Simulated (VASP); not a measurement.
Here is a VASP 6.6.1 calculation.

File INCAR:

```
SYSTEM = W
PREC = Accurate ; ENCUT = 520
EDIFF = 1E-6 ; ISMEAR = 0
SIGMA = 0.1 ; LREAL = .FALSE.
LASPH = .TRUE. ; NELM = 60
ALGO = Fast ; ISIF = 2
LWAVE = .FALSE. ; LCHARG = .FALSE.
LDIPOL = .TRUE. ; IDIPOL = 3
DIPOL = 0.5 0.5 0.500 ; GGA = PS
NBANDS = 43
```

The input KPOINTS:

```
regular mesh
0
G
  13 13 1
  0 0 0
```

Contents of POSCAR:

```
W
1.0
    2.7317561333      0.0000000000      0.0000000000
   -0.9105853778      2.5755243819      0.0000000000
    0.0000000000      0.0000000000     23.9218781711
W
5
Direct
    0.5000000000      0.5000000000      0.3135205332
    0.0000000000      0.0000000000      0.4067602666
    0.5000000000      0.5000000000      0.5000000000
    0.0000000000      0.0000000000      0.5932397334
    0.5000000000      0.5000000000      0.6864794668
```

Potentials or basis: VASP PAW PBE potentials, release 64 (W_sv).

Launch:

```bash
$ cat potpaw_PBE.64/W_sv/POTCAR > POTCAR
$ mpirun -np 1 vasp_std > vasp.out
```

Q: Estimate the largest force.

A: 0.656 eV/Å.

Q: Estimate the band gap on the k mesh.

A: Zero (band 35 reaches 3.76 eV, above the bottom of band 36 at 1.96 eV).

Forces on the atoms (eV/Å):
```
W    0.000  0.000  0.623
W    0.000  0.000 -0.656
W    0.000  0.000  0.000
W    0.000  0.000  0.656
W    0.000  0.000 -0.623
```

Caveat: the PAW data sets were made with another functional, which shifts forces and pressure a little; spin-orbit coupling is left out, which moves the levels of the heavy elements.
